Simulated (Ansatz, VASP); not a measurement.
**Hf: VASP beside Ansatz**

Contents of INCAR:

```
SYSTEM = Hf
PREC     = Accurate       ! precision mode
ENCUT    = 520            ! plane-wave cutoff, eV
EDIFF    = 1E-6           ! SCF threshold, eV
ISMEAR   = -1             ! smearing method
SIGMA    = 0.05           ! smearing width, eV
LREAL    = .False.        ! projectors in reciprocal space
LASPH    = .True.         ! aspherical terms in the spheres
NELM     = 80             ! most SCF steps
ALGO     = Fast           ! electronic algorithm
ISIF     = 2              ! what is computed and relaxed
LWAVE    = .False.        ! write WAVECAR
LCHARG   = .False.        ! write CHGCAR
GGA      = PE             ! functional
NBANDS   = 22             ! bands
```

Contents of KPOINTS:

```
Automatic mesh
0
Gamma
  6 6 9
  0 0 0
```

File POSCAR:

```
Hf
1.0
    4.9623295440      0.0000000000      0.0000000000
   -2.4811647720      4.2975034470      0.0000000000
    0.0000000000      0.0000000000      3.0862322500
Hf
3
Direct
    0.0076580000      0.0089810000      0.0095940000
    0.3393230000      0.6644730000      0.4890650000
    0.6661210000      0.3289140000      0.5034020000
```

input.yaml

```yaml
crystal:
  lattice:
    - [4.962329544, 0.0, 0.0]
    - [-2.481164772, 4.297503447, 0.0]
    - [0.0, 0.0, 3.08623225]
  atoms:
    - { symbol: Hf, position: [0.007658, 0.008981, 0.009594] }
    - { symbol: Hf, position: [0.339323, 0.664473, 0.489065] }
    - { symbol: Hf, position: [0.666121, 0.328914, 0.503402] }
hamiltonian:
  xc: pbe
  pseudopotentials: { kind: paw }
kpoints:
  mp_grid: { grid: [6, 6, 9] }
scf:
  occupations: { method: fermi_dirac, width: 0.05 }
output:
  forces: true
  stress: true
  eigenvalues: true
  write_density: true
  write_potential: true
  elf: true
  volumetric_format: npy
```

Change from the starting cell: atoms moved at random, drawn with an rms of 0.05 Å.

Alike in both runs: task single point; functional PBE; k mesh 6 × 6 × 9; occupations fermi-dirac, width 0.05 eV; no spin polarisation.

|  | VASP | Ansatz |
| --- | --- | --- |
| version | VASP 6.6.1 | Ansatz 0.2.0 |
| potentials or method | VASP PAW PBE potentials, release 64 (Hf_pv) | Ansatz PAW |
| plane-wave cutoff (eV) | 520 | 420 |
| valence electrons in the cell | 30 | 78 |

```tsv
	VASP	Ansatz	Ansatz less VASP
gap on the k mesh at the Fermi level (eV)	none	none	-
pressure (GPa)	1.6	2.1	+0.48
traceless stress, the component that is largest in VASP (GPa)	-0.13	-0.06	+0.064
rms of the force components (eV/Å)	0.122	0.124	+0.0022
```

Atom by atom the forces differ by 0.003 eV/Å (rms over components). A gap of «none» marks a metal or a gap that the smearing closes. The functional is the same, so the differences come from potentials, cutoffs and numerics. VASP's potentials hold 30 valence electrons a cell and Ansatz's 78, so a difference there can come from the potentials and not from the codes.

Neither program's run includes spin-orbit coupling.
